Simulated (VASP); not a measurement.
Set up this calculation in VASP 6.6.1, as the native input.

* Task: single point
* Functional: r2SCAN
* Potentials or basis: VASP PAW PBE potentials, release 64 (Sc_sv, Al)
* Cutoff: 520 eV
* k mesh: 8 × 8 × 8
* Occupations: gaussian, width 0.1 eV
* Spin: no spin polarisation
* Dipole correction: no
* Further INCAR settings: ALGO = Normal; EDIFF = 1e-07; NBANDS = 26

Crystal: ScAl2.

```xyz
6
Lattice="0.0000 3.6607 3.6607 3.6607 0.0000 3.6607 3.6607 3.6607 0.0000" Properties=species:S:1:pos:R:3 pbc="T T T"
Sc    3.6607    3.6607    3.6607
Sc    5.4911    5.4911    5.4911
Al    0.9152    0.9152    0.9152
Al    0.9152    2.7456    2.7456
Al    2.7456    0.9152    2.7456
Al    2.7456    2.7456    0.9152
```

This cell differs from its parent crystal: volume scaled by 0.91.

These files were run (other wordings do the same):

POSCAR

```
ScAl2
1.0
    0.0000000000      3.6607422989      3.6607422989
    3.6607422989      0.0000000000      3.6607422989
    3.6607422989      3.6607422989      0.0000000000
Sc Al
2 4
Direct
    0.5000000000      0.5000000000      0.5000000000
    0.7500000000      0.7500000000      0.7500000000
    0.1250000000      0.1250000000      0.1250000000
    0.6250000000      0.1250000000      0.1250000000
    0.1250000000      0.6250000000      0.1250000000
    0.1250000000      0.1250000000      0.6250000000
```

INCAR.step1

```
SYSTEM = ScAl2
ALGO     = Normal         ! electronic algorithm
EDIFF    = 1E-4           ! SCF threshold, eV
ENCUT    = 520            ! plane-wave cutoff, eV
GGA      = PE             ! functional
ISMEAR   = 0              ! smearing method
LASPH    = .TRUE.         ! aspherical terms in the spheres
LCHARG   = .FALSE.        ! write CHGCAR
LREAL    = .FALSE.        ! projectors in reciprocal space
LWAVE    = .TRUE.         ! write WAVECAR
NBANDS   = 26             ! bands
NELM     = 80             ! most SCF steps
PREC     = Accurate       ! precision mode
SIGMA    = 0.1            ! smearing width, eV
```

INCAR.step2

```
SYSTEM = ScAl2
ALGO     = Normal         ! electronic algorithm
EDIFF    = 1E-7           ! SCF threshold, eV
ENCUT    = 520            ! plane-wave cutoff, eV
ISIF     = 2              ! what is computed and relaxed
ISMEAR   = 0              ! smearing method
ISTART   = 1            
LASPH    = .TRUE.         ! aspherical terms in the spheres
LCHARG   = .FALSE.        ! write CHGCAR
LMIXTAU  = .TRUE.       
LREAL    = .FALSE.        ! projectors in reciprocal space
LWAVE    = .FALSE.        ! write WAVECAR
METAGGA  = R2SCAN         ! meta-GGA
NBANDS   = 26             ! bands
NELM     = 80             ! most SCF steps
PREC     = Accurate       ! precision mode
SIGMA    = 0.1            ! smearing width, eV
```

KPOINTS

```
k-points
0
G
  8 8 8
  0 0 0
```

Potentials or basis: VASP PAW PBE potentials, release 64 (Sc_sv, Al).

The run is started by

```console
$ cat potpaw_PBE.64/Sc_sv/POTCAR potpaw_PBE.64/Al/POTCAR > POTCAR
$ cp INCAR.step1 INCAR
$ mpirun -np 1 vasp_std > vasp.out
$ cp INCAR.step2 INCAR
$ mpirun -np 1 vasp_std > vasp.out
```

It gave:

```json
{
  "Pressure": "10.8 GPa",
  "Band gap on the k mesh": "zero (band 17 reaches 8.17 eV, above the bottom of band 18 at 5.36 eV)"
}
```

Caveat: the PAW data sets were made with another functional, which shifts forces and pressure a little.

It took 4.9 min on 1 thread of AMD EPYC 9R45 96-Core Processor (Zen 5), with other jobs on the host, peak memory 0.26 GiB.
